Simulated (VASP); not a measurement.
Runs of VASP 6.6.1 on Cr3BRh. The structure is that of space group Pm-3m (No. 221), or close to it. The cells are those of the table. 

```tsv
task	level	cell	k mesh	cutoff (eV)	gap on the mesh (eV)	pressure (GPa)
single point	PBE	a = 3.875 Å, 5 atoms	6 × 6 × 6	520	none	0.2
single point	r2SCAN	a = 3.877 Å, 5 atoms	10 × 10 × 10	520	none	(a)
relaxation of cell and atoms	PBE	relaxed from a = 3.877 Å, 5 atoms	10 × 10 × 10	600	none	-0.1
relaxation of cell and atoms	PBE	relaxed from a = 3.821 Å, 5 atoms	6 × 6 × 6	600	none	-0.1
```

Alike in all rows: potentials or basis VASP PAW PBE potentials, release 64 (Rh_pv, B, Cr_pv); no spin polarisation; smearing gaussian 0.1 eV.

Question: Estimate the missing entries.

Answer: (a) -4.6.

Caveats: the run has no spin polarisation, though such a crystal can be magnetic; the cell stands under tension (at least some runs); the PAW data sets were made with another functional, which shifts forces and pressure a little (at least some runs); the relaxation stopped at its first step, so nothing moved (at least some runs).

A k mesh can miss the band edges, and the runs leave out spin-orbit coupling on Rh.

A gap of «none» marks levels without a gap at the run's occupations.
